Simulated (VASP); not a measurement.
# Zr4H (Im-3m) in VASP: notebook

The runs below take Zr4H through single point, with PBE.

Everything below comes from runs of VASP 6.6.1. Logs are shortened: lines on timing, memory, paths and dates and some standing lists are left out, and cuts for length are marked.

## 1. The cell of the first run

The structure is cubic, space group Im-3m (No. 229). Conventional cell: a = 5.283 Å, b = 5.283 Å, c = 5.283 Å, α = 90.00°, β = 90.00°, γ = 90.00°. Within 3.0 Å of Zr (site symmetry -3m) lie 2 H at 2.29 Å and 6 Zr at 2.64 Å. H (site symmetry m-3m) has 8 Zr at 2.29 Å within 3.0 Å.

The cell was generated, and may not be a known phase.

## 2. Single point, PBE

Contents of INCAR:

```
PREC = Accurate ; ENCUT = 520
EDIFF = 1E-6 ; ISMEAR = 0
SIGMA = 0.1 ; LREAL = F
LASPH = T ; NELM = 60
ALGO = Fast ; ISIF = 2
LWAVE = F ; LCHARG = F
GGA = PE ; NBANDS = 32
```

Contents of KPOINTS:

```
regular mesh
0
Gamma
  6 6 6
```

Contents of POSCAR:

```
Zr4H
1.0
   -2.6416731000      2.6416731000      2.6416731000
    2.6416731000     -2.6416731000      2.6416731000
    2.6416731000      2.6416731000     -2.6416731000
Zr H
4 1
Direct
    0.0000000000      0.0000000000      0.5000000000
    0.0000000000      0.5000000000      0.0000000000
    0.5000000000      0.0000000000      0.0000000000
    0.5000000000      0.5000000000      0.5000000000
    0.0000000000      0.0000000000      0.0000000000
```

Potentials or basis: VASP PAW PBE potentials, release 64 (Zr_sv, H).

Run with:

```
$ cat potpaw_PBE.64/Zr_sv/POTCAR potpaw_PBE.64/H/POTCAR > POTCAR
$ mpirun -np 1 vasp_std > vasp.out
```

OUTCAR:

```text
PREC = Accurate
   ENCUT = 520
   EDIFF = 1E-6
   ISMEAR = 0
   LREAL = F
   LASPH = T
   NELM = 60
   ISIF = 2
   GGA = PE

 ion  position               nearest neighbor table
   1  0.000  0.000  0.500-   5 2.29   5 2.29   4 2.64   2 2.64   3 2.64   2 2.64   3 2.64   4 2.64
                             3 3.74   3 3.74   2 3.74   4 3.74   4 3.74   3 3.74   4 3.74   2 3.74
   2  0.000  0.500  0.000-   5 2.29   5 2.29   4 2.64   1 2.64   3 2.64   1 2.64   4 2.64   3 2.64
                             4 3.74   1 3.74   3 3.74   4 3.74   3 3.74   3 3.74   4 3.74   1 3.74
   3  0.500  0.000  0.000-   5 2.29   5 2.29   4 2.64   1 2.64   4 2.64   2 2.64   1 2.64   2 2.64
                             4 3.74   2 3.74   4 3.74   1 3.74   1 3.74   2 3.74   2 3.74   4 3.74
   4  0.500  0.500  0.500-   5 2.29   5 2.29   3 2.64   1 2.64   3 2.64   2 2.64   1 2.64   2 2.64
                             3 3.74   1 3.74   3 3.74   2 3.74   1 3.74   2 3.74   1 3.74   3 3.74
   5  0.000  0.000  0.000-   1 2.29   2 2.29   3 2.29   4 2.29   1 2.29   2 2.29   3 2.29   4 2.29

  LATTYP: Found a body centered cubic cell.
 ALAT       =     5.2833462000

  Lattice vectors:

 A1 = (  -2.6416731000,   2.6416731000,   2.6416731000)
 A2 = (   2.6416731000,  -2.6416731000,   2.6416731000)
 A3 = (   2.6416731000,   2.6416731000,  -2.6416731000)

Analysis of symmetry for initial positions (statically):
=====================================================================
 Subroutine PRICEL returns:
 Original cell was already a primitive cell.

 Routine SETGRP: Setting up the symmetry group for a
 body centered cubic supercell.

 Subroutine GETGRP returns: Found 48 space group operations
 (whereof 48 operations were pure point group operations)
 out of a pool of 48 trial point group operations.

The static configuration has the point symmetry O_h .

Analysis of symmetry for dynamics (positions and initial velocities):
=====================================================================
 Subroutine PRICEL returns:
 Original cell was already a primitive cell.

 Routine SETGRP: Setting up the symmetry group for a
 body centered cubic supercell.

 Subroutine GETGRP returns: Found 48 space group operations
 (whereof 48 operations were pure point group operations)
 out of a pool of 48 trial point group operations.

The dynamic configuration has the point symmetry O_h .

 Subroutine INISYM returns: Found 48 space group operations
 (whereof 48 operations are pure point group operations),
 and found     1 'primitive' translations

----------------------------------------------------------------------------------------

                                     Primitive cell

  volume of cell :      73.7390

  direct lattice vectors                    reciprocal lattice vectors
    -2.641673100  2.641673100  2.641673100     0.000000000  0.189273987  0.189273987
     2.641673100 -2.641673100  2.641673100     0.189273987  0.000000000  0.189273987
     2.641673100  2.641673100 -2.641673100     0.189273987  0.189273987  0.000000000

  length of vectors
     4.575512026  4.575512026  4.575512026     0.267673839  0.267673839  0.267673839

  position of ions in fractional coordinates (direct lattice)
     0.000000000  0.000000000  0.500000000
     0.000000000  0.500000000  0.000000000
     0.500000000  0.000000000  0.000000000
     0.500000000  0.500000000  0.500000000
     0.000000000  0.000000000  0.000000000

  ion indices of the primitive-cell ions
   primitive index   ion index
                 1           1
                 2           2
                 3           3
                 4           4
                 5           5

----------------------------------------------------------------------------------------

 KPOINTS: regular mesh

Automatic generation of k-mesh.
 Grid dimensions read from file:
 generate k-points for:    6    6    6

 Generating k-lattice:

  Cartesian coordinates                     Fractional coordinates (reciprocal lattice)
     0.000000000  0.031545665  0.031545665     0.166666667  0.000000000  0.000000000
     0.031545665  0.000000000  0.031545665     0.000000000  0.166666667  0.000000000
     0.031545665  0.031545665  0.000000000     0.000000000  0.000000000  0.166666667

  Length of vectors
     0.044612307  0.044612307  0.044612307

  Shift w.r.t. Gamma in fractional coordinates (k-lattice)
     0.000000000  0.000000000  0.000000000

 Subroutine IBZKPT returns following result:
 ===========================================

 Found     16 irreducible k-points:

 Following reciprocal coordinates:
            Coordinates               Weight
  0.000000  0.000000  0.000000      1.000000
  0.166667  0.000000  0.000000     12.000000
  0.333333  0.000000  0.000000     12.000000
  0.500000  0.000000  0.000000      6.000000
  0.166667  0.166667  0.000000     24.000000
  0.333333  0.166667  0.000000     48.000000
[... 8 lines left out ...]
  0.500000  0.500000  0.333333     12.000000
  0.500000  0.500000  0.500000      1.000000
   k-points           NKPTS =     16   k-points in BZ     NKDIM =     16   number of bands    NBANDS=     32
   number of dos      NEDOS =    301   number of ions     NIONS =      5
   total plane-waves  NPLWV =  46656
   dimension x,y,z NGX =    36 NGY =   36 NGZ =   36
   dimension x,y,z NGXF=    72 NGYF=   72 NGZF=   72
   ions per type =               4   1
   NGX,Y,Z   is equivalent  to a cutoff of  13.08, 13.08, 13.08 a.u.
   NGXF,Y,Z  is equivalent  to a cutoff of  26.16, 26.16, 26.16 a.u.
 SYSTEM =  unknown system
   PREC   = accura    normal or accurate (medium, high low for compatibility)
   ISTART =      0    job   : 0-new  1-cont  2-samecut
   ICHARG =      2    charge: 1-file 2-atom 10-const
   ISPIN  =      1    spin polarized calculation?
   LNONCOLLINEAR =      F non collinear calculations
   LSORBIT =      F    spin-orbit coupling
   LASPH  =      T    aspherical Exc in radial PAW
   ENCUT  =  520.0 eV  38.22 Ry    6.18 a.u.   8.51  8.51  8.51*2*pi/ulx,y,z
   NELM   =     60;   NELMIN=  2; NELMDL= -5     # of ELM steps
   EDIFF  = 0.1E-05   stopping-criterion for ELM
   LREAL  =      F    real-space projection
   EDIFFG = 0.1E-04   stopping-criterion for IOM
   NSW    =      0    number of steps for IOM
   IBRION =     -1    ionic relax: 0-MD 1-quasi-New 2-CG
   NFREE  =      0    steps in history (QN), initial steepest desc. (CG)
   ISIF   =      2    stress and relaxation
   ISYM   =      2    0-nonsym 1-usesym 2-fastsym
   POTIM  = 0.5000    time-step for ionic-motion
   TEBEG  =    0.0;   TEEND  =   0.0 temperature during run
   PSTRESS=    0.0 pullay stress
   NELECT =      49.0000    total number of electrons
   NUPDOWN=      -1.0000    fix difference up-down
   EMIN   =  10.00;   EMAX   =-10.00  energy-range for DOS
   EFERMI =   0.00;   METHOD = LEGACY
   ISMEAR =     0;   SIGMA  =   0.10  broadening in eV -4-tet -1-fermi 0-gaus
   EFERMI_NEDOS =   21; number of points for ismear=-14 and -15
   IALGO  =     68    algorithm
   IMIX   =      4    mixing-type and parameters
     AMIX     =   0.40;   BMIX     =  1.00
     AMIX_MAG =   1.60;   BMIX_MAG =  1.00
  volume/ion in A,a.u.               =      14.75        99.52
  Fermi-wavevector in a.u.,A,eV,Ry     =   1.428591  2.699645 27.767737  2.040871
  Thomas-Fermi vector in A             =   2.548636
   LORBIT       =      0    0 simple, 1 ext, 2 COOP (PROOUT), +10 PAW based schemes
   GGA     = PE    functional components
   LHFCALC =     F    Hartree Fock is set to
   AEXX    =    0.0000 exact exchange contribution
   IVDW    =     0    specifies the selected vdW correction
   LEPSILON=     F    determine dielectric tensor
   LRPA    =     F    only Hartree local field effects (RPA)
 non-spin polarized calculation
 RMM-DIIS sequential band-by-band and
 Gauss-broadening in eV      SIGMA  =   0.10
  energy-cutoff  :      520.00
  volume of cell :       73.74
 maximum number of plane-waves:      2006
 NGX is ok and might be reduce to    36
   NGX = 17   NGY = 17   NGZ = 17

 number of electron      49.0000000 magnetization

 Free energy of the ion-electron system (eV)
  ---------------------------------------------------
  ext. energy  EPLUGINS =         0.00000000
  ---------------------------------------------------
  free energy    TOTEN  =       -31.92766723 eV

  energy without entropy =      -31.88853474  energy(sigma->0) =      -31.90810098

 E-fermi :  11.8702     XC(G=0): -12.2496

 val. band max:       11.8587247650   @ k =  -0.3333   0.3333   0.3333
 cond. band min:      11.8701769734   @ k =   0.5000   0.5000   0.1667
 fundamental gap:      0.0114522083
 Fermi energy:        11.8701754167

 k-point     1 :       0.0000    0.0000    0.0000
  band No.  band energies     occupation
      1     -36.7973      2.00000
      2     -36.0094      2.00000
      3     -36.0094      2.00000
      4     -36.0094      2.00000
      5     -15.6869      2.00000
      6     -15.6869      2.00000
[... 24 lines left out ...]
     31      15.7699      0.00000
     32      17.9481      0.00000

 k-point     2 :       0.1667    0.0000    0.0000
  band No.  band energies     occupation
      1     -36.7458      2.00000
      2     -36.0633      2.00000
      3     -36.0125      2.00000
      4     -36.0124      2.00000
      5     -15.6779      2.00000
      6     -15.6739      2.00000
[... 24 lines left out ...]
     31      15.8922      0.00000
     32      17.0972      0.00000
[... 453 lines left out ...]
     31      14.8130      0.00000
     32      15.0405      0.00000

 k-point    16 :       0.5000    0.5000    0.5000
  band No.  band energies     occupation
      1     -36.3939      2.00000
      2     -36.3939      2.00000
      3     -36.3939      2.00000
      4     -35.6398      2.00000
      5     -16.2151      2.00000
      6     -16.0855      2.00000
[... 24 lines left out ...]
     31      14.5383      0.00000
     32      14.7704      0.00000

------------------------ aborting loop because EDIFF is reached ----------------------------------------

  FORCE on cell =-STRESS in cart. coord.  units (eV):
  Direction    XX          YY          ZZ          XY          YZ          ZX
  --------------------------------------------------------------------------------------
  -------------------------------------------------------------------------------------
  Total       17.8004151     17.8004151     17.8004151     -0.0000000     -0.0000000     -0.0000000
  in kB      386.7617338    386.7617338    386.7617338     -0.0000000     -0.0000000     -0.0000000
  external PRESSURE =     386.7617338 kB  Pullay stress =       0.0000000 kB

 VOLUME and BASIS-vectors are now :
 -----------------------------------------------------------------------------
  energy-cutoff  :      520.00
  volume of cell :       73.74
      direct lattice vectors                 reciprocal lattice vectors
    -2.641673100  2.641673100  2.641673100     0.000000000  0.189273987  0.189273987
     2.641673100 -2.641673100  2.641673100     0.189273987  0.000000000  0.189273987
     2.641673100  2.641673100 -2.641673100     0.189273987  0.189273987  0.000000000

 POSITION                                       TOTAL-FORCE (eV/Angst)
 -----------------------------------------------------------------------------------
      1.32084      1.32084     -1.32084        -0.000000      0.000000      0.000000
      1.32084     -1.32084      1.32084         0.000000     -0.000000      0.000000
     -1.32084      1.32084      1.32084        -0.000000      0.000000     -0.000000
      1.32084      1.32084      1.32084         0.000000     -0.000000      0.000000
      0.00000      0.00000      0.00000        -0.000000      0.000000     -0.000000
 -----------------------------------------------------------------------------------
    total drift:                                0.000000     -0.000000      0.000000

  FREE ENERGIE OF THE ION-ELECTRON SYSTEM (eV)
  ---------------------------------------------------
  free  energy   TOTEN  =       -31.9276672253 eV

  energy  without entropy=      -31.8885347382  energy(sigma->0) =      -31.90810098
```

Run time: 2.4 min. Hardware: 1 thread of Oxide Virtual Turin-like, shared host; peak memory 0.17 GiB.

What came out:

| Property | Result |
| --- | --- |
| Free energy | -31.9277 eV |
| Pressure | 38.7 GPa |
| Band gap on the k mesh | zero (an odd number of electrons rules out a gap without spin polarisation) |

Levels at points of the mesh, in eV from the Fermi level:
| k point | band 20 | band 21 | band 22 | band 23 | band 24 | band 25 | band 26 | band 27 | band 28 | band 29 |
| --- | --- | --- | --- | --- | --- | --- | --- | --- | --- | --- |
| (0.00, 0.00, 0.00) | -4.81 | -2.76 | -2.76 | -0.29 | -0.29 | -0.29 | 3.77 | 3.77 | 3.77 | 3.90 |
| (0.50, 0.00, 0.00) | -2.65 | -1.39 | -1.27 | -0.92 | -0.68 | 0.35 | 0.80 | 1.13 | 1.19 | 2.65 |
| (0.50, 0.50, 0.50) | -3.00 | -2.11 | -2.11 | -2.11 | -1.54 | -1.54 | -1.54 | 1.06 | 1.06 | 2.66 |

Caveat: the cell stands under pressure.

(Part 1 of 2 ends here.)

The gap in the log of VASP goes by the Fermi energy; the results here count the filled bands.